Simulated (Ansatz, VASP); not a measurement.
## One calculation of Ga, two programs

```xyz
1
Lattice="-1.7148 1.7148 1.7148 1.7148 -1.7148 1.7148 1.7148 1.7148 -1.7148" Properties=species:S:1:pos:R:3 pbc="T T T"
Ga    0.0000    0.0000    0.0000
```

Alike in both runs: task single point; functional BLYP; k mesh 14 × 14 × 14; occupations fermi-dirac, width 0.1 eV; no spin polarisation.

|  | VASP | Ansatz |
| --- | --- | --- |
| version | VASP 6.6.1 | Ansatz 0.2.0 |
| potentials or method | VASP PAW PBE potentials, release 64 (Ga_d), cutoff 520 eV | plane waves (420 eV) with PAW, scalar-relativistic |
| valence electrons in the cell | 13 | 13 |

```tsv
	VASP	Ansatz	Ansatz less VASP
pressure (GPa)	3.0	3.1	+0.08
```

VASP's potentials were made for PBE, not for BLYP.
